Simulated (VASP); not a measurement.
Wanted: the native input for a VASP 6.6.1 run.

| Quantity | Value |
| --- | --- |
| Task | single point |
| Functional | PBE |
| Potentials or basis | VASP PAW PBE potentials, release 64 (Ge_d) |
| Cutoff | 520 eV |
| k mesh | 14 × 14 × 14 |
| Occupations | gaussian, width 0.1 eV |
| Spin | no spin polarisation |
| Dipole correction | no |
| Further INCAR settings | ALGO = Normal; EDIFF = 1e-07; NBANDS = 21 |

The structure of Ge lies in POSCAR:

```
Ge
1.0
    0.0000000000      2.9212707790      2.9212707790
    2.9212707790      0.0000000000      2.9212707790
    2.9212707790      2.9212707790      0.0000000000
Ge
2
Direct
    0.5000000000      0.5000000000      0.5000000000
    0.7500000000      0.7500000000      0.7500000000
```

This cell differs from its parent crystal: strained.

One way to write it, as run:

INCAR

```
SYSTEM = Ge
PREC = Accurate
ENCUT = 520
EDIFF = 1E-7
ISMEAR = 0
SIGMA = 0.1
LREAL = .FALSE.
LASPH = .TRUE.
NELM = 80
ALGO = Normal
ISIF = 2
LWAVE = .FALSE.
LCHARG = .FALSE.
GGA = PE
NBANDS = 21
```

KPOINTS

```
Automatic mesh
0
G
  14 14 14
  0 0 0
```

Potentials or basis: VASP PAW PBE potentials, release 64 (Ge_d).

Run with:

```bash
$ cat potpaw_PBE.64/Ge_d/POTCAR > POTCAR
$ mpirun -np 1 vasp_std > vasp.out
```

Results of the run:

```json
{
  "Pressure": "-2.3 GPa",
  "Band gap on the k mesh": "zero (bands 14 and 15 overlap by 0.09 eV)"
}
```

Caveat: the cell differs from its parent crystal (strained); semilocal functionals underestimate gaps, so a narrow gap can read as zero.

Run time: 54 s on 1 thread of AMD EPYC 9R45 96-Core Processor (Zen 5), on a shared host, peak memory 0.19 GiB.
